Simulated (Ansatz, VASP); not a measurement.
# Ni: VASP beside Ansatz

The input INCAR:

```
PREC = Accurate
ENCUT = 600
EDIFF = 1E-6
ISMEAR = 1
SIGMA = 0.1
LREAL = F
LASPH = T
NELM = 150
ALGO = Normal
ISIF = 3
LWAVE = F
LCHARG = F
ISPIN = 2
MAGMOM = 0.65
LORBIT = 11
LMAXMIX = 4
GGA = PE
IBRION = 2
NSW = 80
EDIFFG = -0.005
```

The input KPOINTS:

```
Automatic mesh
0
Gamma
  18 18 18
```

POSCAR

```
Ni
1.0
    0.0000000000      1.7600000000      1.7600000000
    1.7600000000      0.0000000000      1.7600000000
    1.7600000000      1.7600000000      0.0000000000
Ni
1
Direct
    0.0000000000      0.0000000000      0.0000000000
```

Input for Ansatz:

```yaml
crystal:
  lattice:
    - [0.0, 1.76, 1.76]
    - [1.76, 0.0, 1.76]
    - [1.76, 1.76, 0.0]
  atoms:
    - { symbol: Ni, position: [0.0, 0.0, 0.0], spin: 0.65 }
magnetization:
  spin_polarized: true
scf:
  occupations: { method: methfessel_paxton, width: 0.1 }
output:
  forces: true
  stress: true
  eigenvalues: true
  populations: true
hamiltonian:
  xc: pbe
kpoints:
  mp_grid: { grid: [18, 18, 18] }
relax:
  f_tol: 0.005
  adjacent_minimum: "off"
  cell: { stress_tol: 0.02 }
```

Alike in both runs: task relaxation of cell and atoms; functional PBE; k mesh 18 × 18 × 18; occupations methfessel-paxton of order 1, width 0.1 eV; collinear spin.

```csv
,VASP,Ansatz
version,VASP 6.6.1,Ansatz 0.2.0
potentials or method,"VASP PAW PBE potentials, release 64 (Ni)","scalar-relativistic, plane waves, PAW"
plane-wave cutoff (eV),600,420
valence electrons in the cell,10,18
```

```tsv
	VASP	Ansatz	Ansatz less VASP
gap on the k mesh at the Fermi level, each at its own relaxed structure (eV)	none	none	-
net moment per atom (μB)	0.62	0.62	+0.004
size of the moment on the site where the two differ most (μB)	0.63	0.66	+0.031
relaxed volume (Å³/atom)	10.87	10.88	+0.008
relaxed cell length with the largest relative difference (Å)	2.486	2.487	+0.0006
```

Site moments also hang on the region over which each program counts them. A gap of «none» marks a metal or a gap that the smearing closes. VASP's potentials hold 10 valence electrons a cell and Ansatz's 18, so a difference there can come from the potentials and not from the codes.
